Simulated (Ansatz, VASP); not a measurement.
Sn in VASP and in Ansatz

Contents of POSCAR:

```
Sn
1.0
   -1.8819356520      1.8819356520      1.8819356520
    1.8819356520     -1.8819356520      1.8819356520
    1.8819356520      1.8819356520     -1.8819356520
Sn
1
Direct
    0.0000000000      0.0000000000      0.0000000000
```

INCAR.step1

```
  ALGO = Normal
  EDIFF = 1E-5
  ENCUT = 520
  GGA = PE
  ISIF = 2
  ISMEAR = -1
  LASPH = T
  LREAL = F
  LWAVE = T
  NBANDS = 13
  NELM = 100
  PREC = Accurate
  SIGMA = 0.05
```

File INCAR.step2:

```
  AEXX = 0.25
  ALGO = Normal
  EDIFF = 1E-6
  ENCUT = 520
  GGA = PE
  ISIF = 2
  ISMEAR = -1
  ISTART = 1
  LASPH = T
  LCHARG = T
  LELF = T
  LHFCALC = T
  LREAL = F
  LVHAR = T
  LWAVE = F
  NBANDS = 13
  NELM = 100
  PREC = Accurate
  PRECFOCK = Normal
  SIGMA = 0.05
```

The input KPOINTS:

```
k-points
0
Gamma
  6 6 6
```

The input input.yaml:

```yaml
crystal:
  lattice:
    - [-1.881935652, 1.881935652, 1.881935652]
    - [1.881935652, -1.881935652, 1.881935652]
    - [1.881935652, 1.881935652, -1.881935652]
  atoms:
    - { symbol: Sn, position: [0.0, 0.0, 0.0] }
hamiltonian:
  xc: pbe0
  pseudopotentials: { kind: paw }
kpoints:
  mp_grid: { grid: [6, 6, 6] }
scf:
  occupations: { method: fermi_dirac, width: 0.05 }
output:
  forces: true
  stress: true
  eigenvalues: true
  write_density: true
  write_potential: true
  elf: true
  volumetric_format: npy
```

Alike in both runs: task single point; functional PBE0; k mesh 6 × 6 × 6; occupations fermi-dirac, width 0.05 eV; no spin polarisation.

|  | VASP | Ansatz |
| --- | --- | --- |
| version | VASP 6.6.1 | Ansatz 0.2.0 |
| potentials or method | VASP PAW PBE potentials, release 64 (Sn_d) | Ansatz PAW |
| plane-wave cutoff (eV) | 520 | 420 |
| valence electrons in the cell | 14 | 14 |

|  | VASP | Ansatz | Ansatz less VASP |
| --- | --- | --- | --- |
| gap on the k mesh at the Fermi level (eV) | none | none | - |
| pressure (GPa) | 0.0 | 0.2 | +0.16 |

A gap of «none» marks a metal or a gap that the smearing closes.

The k mesh is coarse, so the values compare programs but aren't converged.
